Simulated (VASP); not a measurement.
# O2 in VASP: further runs

Runs on O2. Level: PBEsol. Tasks: single point, relaxation of the atoms.

All numbers are computed with VASP 6.6.1; they aren't measurements. Logs are shortened: lines on timing, memory, paths and dates and some standing lists are left out, and cuts for length are marked.

## Step 1: The cell of the first run

The cell holds a molecule in a box, 2 atoms: a = 9.000 Å, b = 9.500 Å, c = 10.000 Å, α = 90.00°, β = 90.00°, γ = 90.00°.

## Step 2: Single point, PBEsol, collinear spin, ferromagnetic start

Contents of INCAR:

```
SYSTEM = O
  PREC = Accurate
  ENCUT = 520
  EDIFF = 1E-6
  ISMEAR = 0
  SIGMA = 0.05
  LREAL = .False.
  LASPH = .True.
  NELM = 150
  ALGO = Normal
  ISIF = 2
  LWAVE = .False.
  LCHARG = .False.
  ISPIN = 2
  MAGMOM = 1 1
  LORBIT = 11
  GGA = PS
  NBANDS = 17
```

Contents of KPOINTS:

```
Automatic mesh
0
Gamma
  1 1 1
  0 0 0
```

Contents of POSCAR:

```
O
1.0
    9.0000000000      0.0000000000      0.0000000000
    0.0000000000      9.5000000000      0.0000000000
    0.0000000000      0.0000000000     10.0000000000
O
2
Direct
    0.5000000000      0.5000000000      0.4395011812
    0.5000000000      0.5000000000      0.5604988188
```

Potentials or basis: VASP PAW PBE potentials, release 64 (O).

The run is started by

```console
> cat potpaw_PBE.64/O/POTCAR > POTCAR
> mpirun -np 1 vasp_gam > vasp.out
```

OUTCAR:

```text
SYSTEM = O
   PREC = Accurate
   ENCUT = 520
   EDIFF = 1E-6
   ISMEAR = 0
   LREAL = .False.
   LASPH = .True.
   NELM = 150
   ISIF = 2
   ISPIN = 2
   LORBIT = 11
   GGA = PS

 ion  position               nearest neighbor table
   1  0.500  0.500  0.440-   2 1.21
   2  0.500  0.500  0.560-   1 1.21

  LATTYP: Found a simple orthorhombic cell.
 ALAT       =     9.0000000000
 B/A-ratio  =     1.0555555556
 C/A-ratio  =     1.1111111111

  Lattice vectors:

 A1 = (   9.0000000000,   0.0000000000,   0.0000000000)
 A2 = (   0.0000000000,   9.5000000000,   0.0000000000)
 A3 = (   0.0000000000,   0.0000000000,  10.0000000000)

Analysis of symmetry for initial positions (statically):
=====================================================================
 Subroutine PRICEL returns:
 Original cell was already a primitive cell.

 Routine SETGRP: Setting up the symmetry group for a
 simple orthorhombic supercell.

 Subroutine GETGRP returns: Found  8 space group operations
 (whereof  8 operations were pure point group operations)
 out of a pool of  8 trial point group operations.

The static configuration has the point symmetry D_2h.

Analysis of symmetry for dynamics (positions and initial velocities):
=====================================================================
 Subroutine PRICEL returns:
 Original cell was already a primitive cell.

 Routine SETGRP: Setting up the symmetry group for a
 simple orthorhombic supercell.

 Subroutine GETGRP returns: Found  8 space group operations
 (whereof  8 operations were pure point group operations)
 out of a pool of  8 trial point group operations.

The dynamic configuration has the point symmetry D_2h.

Analysis of structural, dynamic, and magnetic symmetry:
=====================================================================
 Subroutine PRICEL returns:
 Original cell was already a primitive cell.

 Routine SETGRP: Setting up the symmetry group for a
 simple orthorhombic supercell.

 Subroutine GETGRP returns: Found  8 space group operations
 (whereof  8 operations were pure point group operations)
 out of a pool of  8 trial point group operations.

The overall configuration has the point symmetry D_2h.

 Subroutine INISYM returns: Found  8 space group operations
 (whereof  8 operations are pure point group operations),
 and found     1 'primitive' translations

----------------------------------------------------------------------------------------

                                     Primitive cell

  volume of cell :     855.0000

  direct lattice vectors                    reciprocal lattice vectors
     9.000000000  0.000000000  0.000000000     0.111111111  0.000000000  0.000000000
     0.000000000  9.500000000  0.000000000     0.000000000  0.105263158  0.000000000
     0.000000000  0.000000000 10.000000000     0.000000000  0.000000000  0.100000000

  length of vectors
     9.000000000  9.500000000 10.000000000     0.111111111  0.105263158  0.100000000

  position of ions in fractional coordinates (direct lattice)
     0.500000000  0.500000000  0.439501181
     0.500000000  0.500000000  0.560498819

  ion indices of the primitive-cell ions
   primitive index   ion index
                 1           1
                 2           2

----------------------------------------------------------------------------------------

 KPOINTS: Automatic mesh

Automatic generation of k-mesh.
 Grid dimensions read from file:
 generate k-points for:    1    1    1

 Generating k-lattice:

  Cartesian coordinates                     Fractional coordinates (reciprocal lattice)
     0.111111111  0.000000000  0.000000000     1.000000000  0.000000000  0.000000000
     0.000000000  0.105263158  0.000000000     0.000000000  1.000000000  0.000000000
     0.000000000  0.000000000  0.100000000     0.000000000  0.000000000  1.000000000

  Length of vectors
     0.111111111  0.105263158  0.100000000

  Shift w.r.t. Gamma in fractional coordinates (k-lattice)
     0.000000000  0.000000000  0.000000000

 Subroutine IBZKPT returns following result:
 ===========================================

 Found      1 irreducible k-points:

 Following reciprocal coordinates:
            Coordinates               Weight
  0.000000  0.000000  0.000000      1.000000
   k-points           NKPTS =      1   k-points in BZ     NKDIM =      1   number of bands    NBANDS=     17
   number of dos      NEDOS =    301   number of ions     NIONS =      2
   total plane-waves  NPLWV = 403200
   dimension x,y,z NGX =    70 NGY =   72 NGZ =   80
   dimension x,y,z NGXF=   140 NGYF=  144 NGZF=  160
   ions per type =               2
   NGX,Y,Z   is equivalent  to a cutoff of  12.93, 12.60, 13.30 a.u.
   NGXF,Y,Z  is equivalent  to a cutoff of  25.86, 25.20, 26.60 a.u.
 SYSTEM =  O
   PREC   = accura    normal or accurate (medium, high low for compatibility)
   ISTART =      0    job   : 0-new  1-cont  2-samecut
   ICHARG =      2    charge: 1-file 2-atom 10-const
   ISPIN  =      2    spin polarized calculation?
   LNONCOLLINEAR =      F non collinear calculations
   LSORBIT =      F    spin-orbit coupling
   LASPH  =      T    aspherical Exc in radial PAW
   ENCUT  =  520.0 eV  38.22 Ry    6.18 a.u.  16.73 17.66 18.59*2*pi/ulx,y,z
   NELM   =    150;   NELMIN=  2; NELMDL= -5     # of ELM steps
   EDIFF  = 0.1E-05   stopping-criterion for ELM
   LREAL  =      F    real-space projection
   EDIFFG = 0.1E-04   stopping-criterion for IOM
   NSW    =      0    number of steps for IOM
   IBRION =     -1    ionic relax: 0-MD 1-quasi-New 2-CG
   NFREE  =      0    steps in history (QN), initial steepest desc. (CG)
   ISIF   =      2    stress and relaxation
   ISYM   =      2    0-nonsym 1-usesym 2-fastsym
   POTIM  = 0.5000    time-step for ionic-motion
   TEBEG  =    0.0;   TEEND  =   0.0 temperature during run
   PSTRESS=    0.0 pullay stress
   NELECT =      12.0000    total number of electrons
   NUPDOWN=      -1.0000    fix difference up-down
   EMIN   =  10.00;   EMAX   =-10.00  energy-range for DOS
   EFERMI =   0.00;   METHOD = LEGACY
   ISMEAR =     0;   SIGMA  =   0.05  broadening in eV -4-tet -1-fermi 0-gaus
   EFERMI_NEDOS =   21; number of points for ismear=-14 and -15
   IALGO  =     38    algorithm
   IMIX   =      4    mixing-type and parameters
     AMIX     =   0.40;   BMIX     =  1.00
     AMIX_MAG =   1.60;   BMIX_MAG =  1.00
  volume/ion in A,a.u.               =     427.50      2884.91
  Fermi-wavevector in a.u.,A,eV,Ry     =   0.394893  0.746240  2.121703  0.155941
  Thomas-Fermi vector in A             =   1.339966
   LORBIT       =     11    0 simple, 1 ext, 2 COOP (PROOUT), +10 PAW based schemes
   GGA     = PS    functional components
   LHFCALC =     F    Hartree Fock is set to
   AEXX    =    0.0000 exact exchange contribution
   IVDW    =     0    specifies the selected vdW correction
   LEPSILON=     F    determine dielectric tensor
   LRPA    =     F    only Hartree local field effects (RPA)
 spin polarized calculation
 Gauss-broadening in eV      SIGMA  =   0.05
  energy-cutoff  :      520.00
  volume of cell :      855.00
 maximum number of plane-waves:     11510
 NGX is ok and might be reduce to    70
   NGX = 33   NGY = 35   NGZ = 37

 number of electron      12.0000002 magnetization       2.0000001

 Free energy of the ion-electron system (eV)
  ---------------------------------------------------
  ext. energy  EPLUGINS =         0.00000000
  ---------------------------------------------------
  free energy    TOTEN  =       -10.26607965 eV

  energy without entropy =      -10.26607965  energy(sigma->0) =      -10.26607965

 E-fermi :  -6.3798     XC(G=0):  -0.6179

 val. band max:       -6.6237240909   @ k =   0.0000   0.0000   0.0000
 cond. band min:      -4.3603306874   @ k =   0.0000   0.0000   0.0000
 fundamental gap:      2.2633934035
 Fermi energy:        -6.3798447095

 spin component 1

 k-point     1 :       0.0000    0.0000    0.0000
  band No.  band energies     occupation
      1     -32.8643      1.00000
      2     -20.2079      1.00000
      3     -13.3767      1.00000
      4     -13.3767      1.00000
      5     -13.3619      1.00000
      6      -6.6238      1.00000
[... 9 lines left out ...]
     16       2.8073      0.00000
     17       2.8986      0.00000
 Fermi energy:        -6.3798447095

 spin component 2

 k-point     1 :       0.0000    0.0000    0.0000
  band No.  band energies     occupation
      1     -31.6163      1.00000
      2     -18.4275      1.00000
      3     -12.3312      1.00000
      4     -11.5397      1.00000
      5     -11.5397      1.00000
      6      -4.3603      0.00000
[... 9 lines left out ...]
     16       2.9746      0.00000
     17       2.9840      0.00000

------------------------ aborting loop because EDIFF is reached ----------------------------------------

  FORCE on cell =-STRESS in cart. coord.  units (eV):
  Direction    XX          YY          ZZ          XY          YZ          ZX
  --------------------------------------------------------------------------------------
  -------------------------------------------------------------------------------------
  Total       -0.0728628     -0.0726493      1.5943949     -0.0000000      0.0000000      0.0000000
  in kB       -0.1365370     -0.1361370      2.9877232     -0.0000000      0.0000000      0.0000000
  external PRESSURE =       0.9050164 kB  Pullay stress =       0.0000000 kB

 VOLUME and BASIS-vectors are now :
 -----------------------------------------------------------------------------
  energy-cutoff  :      520.00
  volume of cell :      855.00
      direct lattice vectors                 reciprocal lattice vectors
     9.000000000  0.000000000  0.000000000     0.111111111  0.000000000  0.000000000
     0.000000000  9.500000000  0.000000000     0.000000000  0.105263158  0.000000000
     0.000000000  0.000000000 10.000000000     0.000000000  0.000000000  0.100000000

 POSITION                                       TOTAL-FORCE (eV/Angst)
 -----------------------------------------------------------------------------------
      4.50000      4.75000      4.39501         0.000000      0.000000     -1.384283
      4.50000      4.75000      5.60499         0.000000      0.000000      1.384283
 -----------------------------------------------------------------------------------
    total drift:                                0.000000      0.000000     -0.000000

  FREE ENERGIE OF THE ION-ELECTRON SYSTEM (eV)
  ---------------------------------------------------
  free  energy   TOTEN  =       -10.2660796510 eV

  energy  without entropy=      -10.2660796510  energy(sigma->0) =      -10.26607965

 total charge

# of ion       s       p       d       tot
------------------------------------------
    1        1.609   3.308   0.000   4.917
    2        1.609   3.308   0.000   4.917
--------------------------------------------------
tot          3.218   6.615   0.000   9.833

 magnetization (x)

# of ion       s       p       d       tot
------------------------------------------
    1        0.009   0.797   0.000   0.806
    2        0.009   0.797   0.000   0.806
--------------------------------------------------
tot          0.018   1.594   0.000   1.612
```

Run time: 54 s. Hardware: 1 thread of AMD EPYC 9R45 (Zen 5), shared host; peak memory 1 GiB.

Results:

```yaml
Free_energy: -10.2661 eV
Largest_force: 1.384 eV/Å
Gap_between_the_frontier_levels: 2.26 eV
Net_moment: 2.00 μB per cell
Site_moments: O +0.81 μB
Valence_electrons_inside_the_program's_atomic_spheres: O 4.92
```

Forces on the atoms (eV/Å):
```
O    0.000  0.000 -1.384
O    0.000  0.000  1.384
```

Caveat: the standard files for N, O and F lose accuracy on very short bonds; the PAW data sets were made with another functional, which shifts forces and pressure a little.

(Part 1 of 2 ends here.)
